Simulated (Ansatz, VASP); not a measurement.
**W: VASP beside Ansatz**

```
W
1.0
     0.00000    2.03674    2.03674
     2.03674    0.00000    2.03674
     2.03674    2.03674    0.00000
W
1
Direct
  0.00000 0.00000 0.00000
```

Change from the starting cell: volume scaled by 1.01, crystal datasets.

Alike in both runs: task electric field gradients; functional PBEsol; k mesh 14 × 14 × 14; occupations fermi-dirac, width 0.05 eV; no spin polarisation.

|  | VASP | Ansatz |
| --- | --- | --- |
| version | VASP 6.6.1 | Ansatz 0.2.0 |
| potentials or method | VASP PAW PBE potentials, release 64 (W_sv), cutoff 520 eV | all-electron PAW with datasets made for the crystal, scalar-relativistic |

|  | VASP | Ansatz | Ansatz less VASP |
| --- | --- | --- | --- |
| pressure (GPa) | -14.6 | -14.9 | -0.31 |

VASP's potentials were made for PBE, not for PBEsol. Ansatz ran all-electron here, and VASP with PAW potentials.

Spin-orbit coupling is off throughout.
